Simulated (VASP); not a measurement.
# C (Fm-3m) in VASP: notebook, part 2 of 2

VASP 6.6.1. Earlier steps stand in the parts before.

### Step 3. Single point, PBEsol (volume scaled by 0.92)

Input file INCAR:

```
SYSTEM = C
ALGO     = Normal         ! electronic algorithm
EDIFF    = 1E-7           ! SCF threshold, eV
ENCUT    = 520            ! plane-wave cutoff, eV
GGA      = PS             ! functional
ISIF     = 2              ! what is computed and relaxed
ISMEAR   = -1             ! smearing method
LASPH    = .True.         ! aspherical terms in the spheres
LCHARG   = .False.        ! write CHGCAR
LREAL    = .False.        ! projectors in reciprocal space
LWAVE    = .False.        ! write WAVECAR
NBANDS   = 8              ! bands
NELM     = 100            ! most SCF steps
PREC     = Accurate       ! precision mode
SIGMA    = 0.1            ! smearing width, eV
```

Input file KPOINTS:

```
k-points
0
Gamma
  20 20 20
  0 0 0
```

Input file POSCAR:

```
C
1.0
    0.0000000000      1.4764343023      1.4764343023
    1.4764343023      0.0000000000      1.4764343023
    1.4764343023      1.4764343023      0.0000000000
C
1
Direct
    0.0000000000      0.0000000000      0.0000000000
```

Potentials or basis: VASP PAW PBE potentials, release 64 (C).

The run is started by

```sh
> cat potpaw_PBE.64/C/POTCAR > POTCAR
> mpirun -np 1 vasp_std > vasp.out
```

OUTCAR:

```text
SYSTEM = C
   EDIFF = 1E-7
   ENCUT = 520
   GGA = PS
   ISIF = 2
   ISMEAR = -1
   LASPH = .True.
   LREAL = .False.
   NELM = 100
   PREC = Accurate

 ion  position               nearest neighbor table
   1  0.000  0.000  0.000-

  LATTYP: Found a face centered cubic cell.
 ALAT       =     2.9528686046

  Lattice vectors:

 A1 = (   0.0000000000,   1.4764343023,   1.4764343023)
 A2 = (   1.4764343023,   0.0000000000,   1.4764343023)
 A3 = (   1.4764343023,   1.4764343023,   0.0000000000)

Analysis of symmetry for initial positions (statically):
=====================================================================
 Subroutine PRICEL returns:
 Original cell was already a primitive cell.

 Routine SETGRP: Setting up the symmetry group for a
 face centered cubic supercell.

 Subroutine GETGRP returns: Found 48 space group operations
 (whereof 48 operations were pure point group operations)
 out of a pool of 48 trial point group operations.

The static configuration has the point symmetry O_h .

Analysis of symmetry for dynamics (positions and initial velocities):
=====================================================================
 Subroutine PRICEL returns:
 Original cell was already a primitive cell.

 Routine SETGRP: Setting up the symmetry group for a
 face centered cubic supercell.

 Subroutine GETGRP returns: Found 48 space group operations
 (whereof 48 operations were pure point group operations)
 out of a pool of 48 trial point group operations.

The dynamic configuration has the point symmetry O_h .

 Subroutine INISYM returns: Found 48 space group operations
 (whereof 48 operations are pure point group operations),
 and found     1 'primitive' translations

----------------------------------------------------------------------------------------

                                     Primitive cell

  volume of cell :       6.4368

  direct lattice vectors                    reciprocal lattice vectors
     0.000000000  1.476434302  1.476434302    -0.338653741  0.338653741  0.338653741
     1.476434302  0.000000000  1.476434302     0.338653741 -0.338653741  0.338653741
     1.476434302  1.476434302  0.000000000     0.338653741  0.338653741 -0.338653741

  length of vectors
     2.087993414  2.087993414  2.087993414     0.586565486  0.586565486  0.586565486

  position of ions in fractional coordinates (direct lattice)
     0.000000000  0.000000000  0.000000000

  ion indices of the primitive-cell ions
   primitive index   ion index
                 1           1

----------------------------------------------------------------------------------------

 KPOINTS: k-points

Automatic generation of k-mesh.
 Grid dimensions read from file:
 generate k-points for:   20   20   20

 Generating k-lattice:

  Cartesian coordinates                     Fractional coordinates (reciprocal lattice)
    -0.016932687  0.016932687  0.016932687     0.050000000  0.000000000  0.000000000
     0.016932687 -0.016932687  0.016932687     0.000000000  0.050000000  0.000000000
     0.016932687  0.016932687 -0.016932687     0.000000000  0.000000000  0.050000000

  Length of vectors
     0.029328274  0.029328274  0.029328274

  Shift w.r.t. Gamma in fractional coordinates (k-lattice)
     0.000000000  0.000000000  0.000000000

 Subroutine IBZKPT returns following result:
 ===========================================

 Found    256 irreducible k-points:

 Following reciprocal coordinates:
            Coordinates               Weight
  0.000000  0.000000  0.000000      1.000000
  0.050000  0.000000  0.000000      8.000000
  0.100000  0.000000  0.000000      8.000000
  0.150000  0.000000  0.000000      8.000000
  0.200000  0.000000  0.000000      8.000000
  0.250000  0.000000  0.000000      8.000000
[... 16 lines left out ...]
 -0.400000  0.050000  0.000000     24.000000
 -0.350000  0.050000  0.000000     24.000000
 [... further k-points ...]
   k-points           NKPTS =    256   k-points in BZ     NKDIM =    256   number of bands    NBANDS=      8
   number of dos      NEDOS =    301   number of ions     NIONS =      1
   total plane-waves  NPLWV =   4096
   dimension x,y,z NGX =    16 NGY =   16 NGZ =   16
   dimension x,y,z NGXF=    32 NGYF=   32 NGZF=   32
   ions per type =               1
   NGX,Y,Z   is equivalent  to a cutoff of  12.74, 12.74, 12.74 a.u.
   NGXF,Y,Z  is equivalent  to a cutoff of  25.48, 25.48, 25.48 a.u.
 SYSTEM =  C
   PREC   = accura    normal or accurate (medium, high low for compatibility)
   ISTART =      0    job   : 0-new  1-cont  2-samecut
   ICHARG =      2    charge: 1-file 2-atom 10-const
   ISPIN  =      1    spin polarized calculation?
   LNONCOLLINEAR =      F non collinear calculations
   LSORBIT =      F    spin-orbit coupling
   LASPH  =      T    aspherical Exc in radial PAW
   ENCUT  =  520.0 eV  38.22 Ry    6.18 a.u.   3.88  3.88  3.88*2*pi/ulx,y,z
   NELM   =    100;   NELMIN=  2; NELMDL= -5     # of ELM steps
   EDIFF  = 0.1E-06   stopping-criterion for ELM
   LREAL  =      F    real-space projection
   EDIFFG = 0.1E-05   stopping-criterion for IOM
   NSW    =      0    number of steps for IOM
   IBRION =     -1    ionic relax: 0-MD 1-quasi-New 2-CG
   NFREE  =      0    steps in history (QN), initial steepest desc. (CG)
   ISIF   =      2    stress and relaxation
   ISYM   =      2    0-nonsym 1-usesym 2-fastsym
   POTIM  = 0.5000    time-step for ionic-motion
   TEBEG  =    0.0;   TEEND  =   0.0 temperature during run
   PSTRESS=    0.0 pullay stress
   NELECT =       4.0000    total number of electrons
   NUPDOWN=      -1.0000    fix difference up-down
   EMIN   =  10.00;   EMAX   =-10.00  energy-range for DOS
   EFERMI =   0.00;   METHOD = LEGACY
   ISMEAR =    -1;   SIGMA  =   0.10  broadening in eV -4-tet -1-fermi 0-gaus
   EFERMI_NEDOS =   21; number of points for ismear=-14 and -15
   IALGO  =     38    algorithm
   IMIX   =      4    mixing-type and parameters
     AMIX     =   0.40;   BMIX     =  1.00
     AMIX_MAG =   1.60;   BMIX_MAG =  1.00
  volume/ion in A,a.u.               =       6.44        43.44
  Fermi-wavevector in a.u.,A,eV,Ry     =   1.397025  2.639994 26.554186  1.951678
  Thomas-Fermi vector in A             =   2.520321
   LORBIT       =      0    0 simple, 1 ext, 2 COOP (PROOUT), +10 PAW based schemes
   GGA     = PS    functional components
   LHFCALC =     F    Hartree Fock is set to
   AEXX    =    0.0000 exact exchange contribution
   IVDW    =     0    specifies the selected vdW correction
   LEPSILON=     F    determine dielectric tensor
   LRPA    =     F    only Hartree local field effects (RPA)
 non-spin polarized calculation
  energy-cutoff  :      520.00
  volume of cell :        6.44
 maximum number of plane-waves:       190
   NGX =  7   NGY =  7   NGZ =  7

 number of electron       4.0000000 magnetization

 Free energy of the ion-electron system (eV)
  ---------------------------------------------------
  ext. energy  EPLUGINS =         0.00000000
  ---------------------------------------------------
  free energy    TOTEN  =        -5.16673869 eV

  energy without entropy =       -5.15385060  energy(sigma->0) =       -5.16029464

 E-fermi :   9.4292     XC(G=0): -13.3991

 val. band max:        9.4115459323   @ k =  -0.2000   0.3000   0.1000
 cond. band min:       9.4313198415   @ k =   0.4500   0.3500   0.0500
 fundamental gap:      0.0197739093
 Fermi energy:         9.4291862057

 k-point     1 :       0.0000    0.0000    0.0000
  band No.  band energies     occupation
      1     -11.1460      2.00000
      2      18.4603      0.00000
      3      18.4603      0.00000
      4      18.4603      0.00000
      5      41.0505      0.00000
      6      41.0505      0.00000
      7      41.0505      0.00000
      8      44.1976      0.00000
[... 243 lines left out ...]
 k-point    24 :      -0.3500    0.0500    0.0000
  band No.  band energies     occupation
      1      -5.2744      2.00000
      2       5.5556      2.00000
      3      16.1108      0.00000
      4      16.9239      0.00000
      5      36.1470      0.00000
      6      37.4319      0.00000
      7      39.2111      0.00000
      8      42.4548      0.00000

 [... further k-points ...]

------------------------ aborting loop because EDIFF is reached ----------------------------------------

  FORCE on cell =-STRESS in cart. coord.  units (eV):
  Direction    XX          YY          ZZ          XY          YZ          ZX
  --------------------------------------------------------------------------------------
  -------------------------------------------------------------------------------------
  Total        0.6730624      0.6730624      0.6730624      0.0000000      0.0000000      0.0000000
  in kB      167.5303537    167.5303537    167.5303537      0.0000000      0.0000000      0.0000000
  external PRESSURE =     167.5303537 kB  Pullay stress =       0.0000000 kB

 VOLUME and BASIS-vectors are now :
 -----------------------------------------------------------------------------
  energy-cutoff  :      520.00
  volume of cell :        6.44
      direct lattice vectors                 reciprocal lattice vectors
     0.000000000  1.476434302  1.476434302    -0.338653741  0.338653741  0.338653741
     1.476434302  0.000000000  1.476434302     0.338653741 -0.338653741  0.338653741
     1.476434302  1.476434302  0.000000000     0.338653741  0.338653741 -0.338653741

 POSITION                                       TOTAL-FORCE (eV/Angst)
 -----------------------------------------------------------------------------------
      0.00000      0.00000      0.00000         0.000000      0.000000     -0.000000
 -----------------------------------------------------------------------------------
    total drift:                                0.000000      0.000000     -0.000000

  FREE ENERGIE OF THE ION-ELECTRON SYSTEM (eV)
  ---------------------------------------------------
  free  energy   TOTEN  =        -5.1667386859 eV

  energy  without entropy=       -5.1538506006  energy(sigma->0) =       -5.16029464
```

Run time: 4.3 s. Hardware: 1 thread of Intel Xeon 6975P-C, shared host; peak memory 0.12 GiB.

Results:

```
Free energy            : -5.1667 eV
Pressure               : 16.8 GPa
Band gap on the k mesh : zero (band 2 reaches 18.46 eV, above the bottom of band 3 at 5.66 eV)
```

Caveat: the cell differs from its parent crystal (volume scaled by 0.92); the PAW data sets were made with another functional, which shifts forces and pressure a little.

### Step 4. Single point, PBEsol (volume scaled by 0.96)

Input file INCAR:

```
PREC = Accurate
ENCUT = 520
EDIFF = 1E-6
ISMEAR = -1
SIGMA = 0.1
LREAL = False
LASPH = True
NELM = 60
ALGO = Normal
ISIF = 2
LWAVE = False
LCHARG = False
GGA = PS
NBANDS = 8
```

Input file KPOINTS:

```
regular mesh
0
Gamma
  20 20 20
```

Input file POSCAR:

```
C
1.0
    0.0000000000      1.4975290709      1.4975290709
    1.4975290709      0.0000000000      1.4975290709
    1.4975290709      1.4975290709      0.0000000000
C
1
Direct
    0.0000000000      0.0000000000      0.0000000000
```

The run is started by

```sh
> cat potpaw_PBE.64/C/POTCAR > POTCAR
> mpirun -np 1 vasp_std > vasp.out
```

Wall time 3.8 s (1 thread of Intel Xeon 6975P-C, shared host); peak memory 0.11 GiB.

Results (log left out):

* Free energy: -5.1882 eV
* Pressure: 7.7 GPa
* Band gap on the k mesh: zero (band 2 reaches 17.47 eV, above the bottom of band 3 at 4.83 eV)

Levels at points of the mesh, in eV from the Fermi level:
```tsv
k point	band 1	band 2	band 3	band 4	band 5	band 6
(0.00, 0.00, 0.00)	-19.93	8.70	8.70	8.70	31.06	31.06
(0.50, 0.00, 0.00)	-9.68	-9.56	6.81	6.81	26.15	28.30
(0.50, 0.50, 0.00)	-7.49	-5.35	2.36	2.36	15.24	16.48
```

Caveat: the cell differs from its parent crystal (volume scaled by 0.96); the PAW data sets were made with another functional, which shifts forces and pressure a little.

### Step 5. Single point, PBEsol

This run uses another cell than the first one, of 7.00 Å³/atom, 1.136 times its volume.

Input file INCAR:

```
SYSTEM = C
PREC = Accurate ; ENCUT = 520
EDIFF = 1E-6 ; ISMEAR = -1
SIGMA = 0.1 ; LREAL = .False.
LASPH = .True. ; NELM = 60
ALGO = Normal ; ISIF = 2
LWAVE = .False. ; LCHARG = .False.
GGA = PS ; NBANDS = 8
```

Input file KPOINTS:

```
regular mesh
0
Gamma
  20 20 20
  0 0 0
```

Input file POSCAR:

```
C
1.0
    0.0000000000      1.5180457172      1.5180457172
    1.5180457172      0.0000000000      1.5180457172
    1.5180457172      1.5180457172      0.0000000000
C
1
Direct
    0.0000000000      0.0000000000      0.0000000000
```

Potentials or basis: VASP PAW PBE potentials, release 64 (C).

The run is started by

```sh
> cat potpaw_PBE.64/C/POTCAR > POTCAR
> mpirun -np 1 vasp_std > vasp.out
```

OUTCAR:

```text
SYSTEM = C
   PREC = Accurate
   ENCUT = 520
   EDIFF = 1E-6
   ISMEAR = -1
   LREAL = .False.
   LASPH = .True.
   NELM = 60
   ISIF = 2
   GGA = PS

 ion  position               nearest neighbor table
   1  0.000  0.000  0.000-

  LATTYP: Found a face centered cubic cell.
 ALAT       =     3.0360914344

  Lattice vectors:

 A1 = (   0.0000000000,   1.5180457172,   1.5180457172)
 A2 = (   1.5180457172,   0.0000000000,   1.5180457172)
 A3 = (   1.5180457172,   1.5180457172,   0.0000000000)

Analysis of symmetry for initial positions (statically):
=====================================================================
 Subroutine PRICEL returns:
 Original cell was already a primitive cell.

 Routine SETGRP: Setting up the symmetry group for a
 face centered cubic supercell.

 Subroutine GETGRP returns: Found 48 space group operations
 (whereof 48 operations were pure point group operations)
 out of a pool of 48 trial point group operations.

The static configuration has the point symmetry O_h .

Analysis of symmetry for dynamics (positions and initial velocities):
=====================================================================
 Subroutine PRICEL returns:
 Original cell was already a primitive cell.

 Routine SETGRP: Setting up the symmetry group for a
 face centered cubic supercell.

 Subroutine GETGRP returns: Found 48 space group operations
 (whereof 48 operations were pure point group operations)
 out of a pool of 48 trial point group operations.

The dynamic configuration has the point symmetry O_h .

 Subroutine INISYM returns: Found 48 space group operations
 (whereof 48 operations are pure point group operations),
 and found     1 'primitive' translations

----------------------------------------------------------------------------------------

                                     Primitive cell
[... 108 lines left out ...]
     AMIX     =   0.40;   BMIX     =  1.00
     AMIX_MAG =   1.60;   BMIX_MAG =  1.00
  volume/ion in A,a.u.               =       7.00        47.22
  Fermi-wavevector in a.u.,A,eV,Ry     =   1.358730  2.567628 25.118375  1.846148
  Thomas-Fermi vector in A             =   2.485539
   LORBIT       =      0    0 simple, 1 ext, 2 COOP (PROOUT), +10 PAW based schemes
   GGA     = PS    functional components
   LHFCALC =     F    Hartree Fock is set to
   AEXX    =    0.0000 exact exchange contribution
   IVDW    =     0    specifies the selected vdW correction
   LEPSILON=     F    determine dielectric tensor
   LRPA    =     F    only Hartree local field effects (RPA)
 non-spin polarized calculation
  energy-cutoff  :      520.00
  volume of cell :        7.00
 maximum number of plane-waves:       200
   NGX =  7   NGY =  7   NGZ =  7

 number of electron       4.0000000 magnetization

 Free energy of the ion-electron system (eV)
  ---------------------------------------------------
  ext. energy  EPLUGINS =         0.00000000
  ---------------------------------------------------
  free energy    TOTEN  =        -5.19514590 eV

  energy without entropy =       -5.18250939  energy(sigma->0) =       -5.18882764

 E-fermi :   8.1667     XC(G=0): -12.9996

 val. band max:        8.1449614609   @ k =  -0.2500   0.1500   0.0000
 cond. band min:       8.1794589868   @ k =  -0.3000   0.3000   0.1000
 fundamental gap:      0.0344975259
 Fermi energy:         8.1667484937

 k-point     1 :       0.0000    0.0000    0.0000
  band No.  band energies     occupation
      1     -11.1736      2.00000
      2      16.5590      0.00000
      3      16.5590      0.00000
      4      16.5590      0.00000
      5      38.6901      0.00000
      6      38.6901      0.00000
      7      38.6901      0.00000
      8      40.3915      0.00000
[... 243 lines left out ...]
 k-point    24 :      -0.3500    0.0500    0.0000
  band No.  band energies     occupation
      1      -5.6222      2.00000
      2       4.5775      2.00000
      3      14.4200      0.00000
      4      15.1612      0.00000
      5      33.5134      0.00000
      6      35.1870      0.00000
      7      36.9673      0.00000
      8      39.6816      0.00000

 [... further k-points ...]

------------------------ aborting loop because EDIFF is reached ----------------------------------------

  FORCE on cell =-STRESS in cart. coord.  units (eV):
  Direction    XX          YY          ZZ          XY          YZ          ZX
  --------------------------------------------------------------------------------------
  -------------------------------------------------------------------------------------
  Total        0.0063756      0.0063756      0.0063756     -0.0000000      0.0000000      0.0000000
  in kB        1.4599911      1.4599911      1.4599911     -0.0000000      0.0000000      0.0000000
  external PRESSURE =       1.4599911 kB  Pullay stress =       0.0000000 kB

 VOLUME and BASIS-vectors are now :
 -----------------------------------------------------------------------------
  energy-cutoff  :      520.00
  volume of cell :        7.00
      direct lattice vectors                 reciprocal lattice vectors
     0.000000000  1.518045717  1.518045717    -0.329370845  0.329370845  0.329370845
     1.518045717  0.000000000  1.518045717     0.329370845 -0.329370845  0.329370845
     1.518045717  1.518045717  0.000000000     0.329370845  0.329370845 -0.329370845

 POSITION                                       TOTAL-FORCE (eV/Angst)
 -----------------------------------------------------------------------------------
      0.00000      0.00000      0.00000         0.000000      0.000000      0.000000
 -----------------------------------------------------------------------------------
    total drift:                               -0.000000      0.000000     -0.000000

  FREE ENERGIE OF THE ION-ELECTRON SYSTEM (eV)
  ---------------------------------------------------
  free  energy   TOTEN  =        -5.1951459011 eV

  energy  without entropy=       -5.1825093858  energy(sigma->0) =       -5.18882764
```

stdout:

```text
POSCAR found type information on POSCAR C
 POSCAR found :  1 types and       1 ions
 scaLAPACK will be used
 -----------------------------------------------------------------------------
|                                                                             |
|                                                                             |
|     You enforced a specific xc type in the INCAR file but a different       |
|     I HOPE YOU KNOW WHAT YOU ARE DOING!                                     |
|                                                                             |
 -----------------------------------------------------------------------------

 LDA part: xc-table for (Slater+PW92), standard interpolation
 POSCAR, INCAR and KPOINTS ok, starting setup
 FFT: planning ... GRIDC
 FFT: planning ... GRID_SOFT
 FFT: planning ... GRID
 WAVECAR not read
 entering main loop
```

It took 4.8 s on 1 thread of Intel Xeon 6975P-C, shared host; peak memory 0.12 GiB.

What came out:

| Quantity | Value |
| --- | --- |
| Free energy | -5.1951 eV |
| Pressure | 0.1 GPa |
| Band gap on the k mesh | zero (band 2 reaches 16.56 eV, above the bottom of band 3 at 4.43 eV) |

Caveat: the PAW data sets were made with another functional, which shifts forces and pressure a little.

### Step 6. Summary

| cell | gap on the mesh (eV) | pressure (GPa) |
| --- | --- | --- |
| a = 2.057 Å, angles 60.0°, 1 atom | none | 27.7 |
| a = 2.088 Å, angles 60.0°, 1 atom | none | 16.8 |
| a = 2.118 Å, angles 60.0°, 1 atom | none | 7.7 |
| a = 2.147 Å, angles 60.0°, 1 atom | none | 0.1 |

Alike in all rows: task single point; level PBEsol; potentials or basis VASP PAW PBE potentials, release 64 (C); no spin polarisation; k mesh 20 × 20 × 20; cutoff (eV) 520; smearing fermi-dirac 0.1 eV.

Caveats: the PAW data sets were made with another functional, which shifts forces and pressure a little.

Absolute energies hang on the potentials; compare differences alone.
